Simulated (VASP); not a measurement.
A run of VASP 6.6.1 is set up as follows.

The input INCAR:

```
SYSTEM = Sc
PREC = Accurate ; ENCUT = 520
EDIFF = 1E-6 ; ISMEAR = 0
SIGMA = 0.05 ; LREAL = .FALSE.
LASPH = .TRUE. ; NELM = 100
ALGO = Normal ; ISIF = 2
LWAVE = .FALSE. ; LCHARG = .FALSE.
NBANDS = 18
```

File KPOINTS:

```
regular mesh
0
G
  9 9 5
  0 0 0
```

File POSCAR:

```
Sc
1.0
    3.3090000000      0.0000000000      0.0000000000
   -1.6545000000      2.8656780611      0.0000000000
    0.0000000000      0.0000000000      5.2733000000
Sc
2
Direct
    0.6666666667      0.3333333333      0.7500000000
    0.3333333333      0.6666666667      0.2500000000
```

Potentials or basis: VASP PAW LDA potentials, release 64 (Sc_sv).

Launch:

```console
$ cat potpaw_LDA.64/Sc_sv/POTCAR > POTCAR
$ mpirun -np 1 vasp_std > vasp.out
```

Problem. Predict the pressure.

Solution. -5.3 GPa.

Problem. Predict the band gap on the k mesh.

Solution. Zero (bands 11 and 12 overlap by 1.12 eV).

Stress tensor (GPa, compression positive):
```
-4.72  0.00  0.00
 0.00 -4.72  0.00
 0.00  0.00 -6.49
```

Caveat: the cell stands under tension.
